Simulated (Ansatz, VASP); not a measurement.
C in VASP and in Ansatz

Contents of INCAR:

```
ALGO = Normal
EDIFF = 1E-6
ENCUT = 520
GGA = PE
ISIF = 2
ISMEAR = 0
LASPH = T
LCHARG = T
LELF = T
LREAL = F
LVHAR = T
LWAVE = F
NBANDS = 26
NELM = 60
PREC = Accurate
SIGMA = 0.05
```

File KPOINTS:

```
k-points
0
Gamma
  12 12 4
```

File POSCAR:

```
C
1.0
    2.5810158241      0.0000000000      0.0000000000
   -1.2905079120      2.2352252712      0.0000000000
    0.0000000000      0.0000000000      8.5123092337
C
8
Direct
   -0.0110056021     -0.0220112043      0.0929732494
   -0.0110056021     -0.0220112043      0.5929732494
   -0.0110056021     -0.0220112043      0.4070267506
   -0.0110056021     -0.0220112043      0.9070267506
    0.3443389355      0.6886778709      0.1555299995
    0.6776722688      0.3553445376      0.6555299995
    0.3443389355      0.6886778709      0.3444700005
    0.6776722688      0.3553445376      0.8444700005
```

Input for Ansatz:

```yaml
crystal:
  lattice:
    - [2.5810158241, 0.0, 0.0]
    - [-1.290507912, 2.2352252712, 0.0]
    - [0.0, 0.0, 8.5123092337]
  atoms:
    - { symbol: C, position: [-0.0110056021, -0.0220112043, 0.0929732494] }
    - { symbol: C, position: [-0.0110056021, -0.0220112043, 0.5929732494] }
    - { symbol: C, position: [-0.0110056021, -0.0220112043, 0.4070267506] }
    - { symbol: C, position: [-0.0110056021, -0.0220112043, 0.9070267506] }
    - { symbol: C, position: [0.3443389355, 0.6886778709, 0.1555299995] }
    - { symbol: C, position: [0.6776722688, 0.3553445376, 0.6555299995] }
    - { symbol: C, position: [0.3443389355, 0.6886778709, 0.3444700005] }
    - { symbol: C, position: [0.6776722688, 0.3553445376, 0.8444700005] }
basis:
  ecutwfc: 520.0
kpoints:
  mp_grid: { grid: [12, 12, 4] }
hamiltonian:
  xc: pbe
  pseudopotentials: { kind: paw, azcp: { folder: soft_1 } }
scf:
  occupations: { method: gaussian, width: 0.05 }
output:
  forces: true
  stress: true
  eigenvalues: true
```

Change from the starting cell: mode 14 frozen in at -0.048 Å, equal normal strain along x, y and z +0.0250.

Alike in both runs: task single point; functional PBE; k mesh 12 × 12 × 4; occupations gaussian, width 0.05 eV; no spin polarisation.

|  | VASP | Ansatz |
| --- | --- | --- |
| version | VASP 6.6.1 | Ansatz 0.2.0 |
| potentials or method | VASP PAW PBE potentials, release 64 (C), cutoff 520 eV | scalar-relativistic, plane waves, PAW |
| valence electrons in the cell | 32 | 32 |

```tsv
	VASP	Ansatz	Ansatz less VASP
gap on the k mesh at the Fermi level (eV)	3.35	3.36	+0.008
least direct gap on the mesh (eV)	3.80	3.80	+0.003
pressure (GPa)	-24.5	-24.9	-0.42
traceless stress, the component that is largest in VASP (GPa)	2.33	2.29	-0.047
rms of the force components (eV/Å)	1.504	1.492	-0.0126
```

Atom by atom the forces differ by 0.013 eV/Å (rms over components).
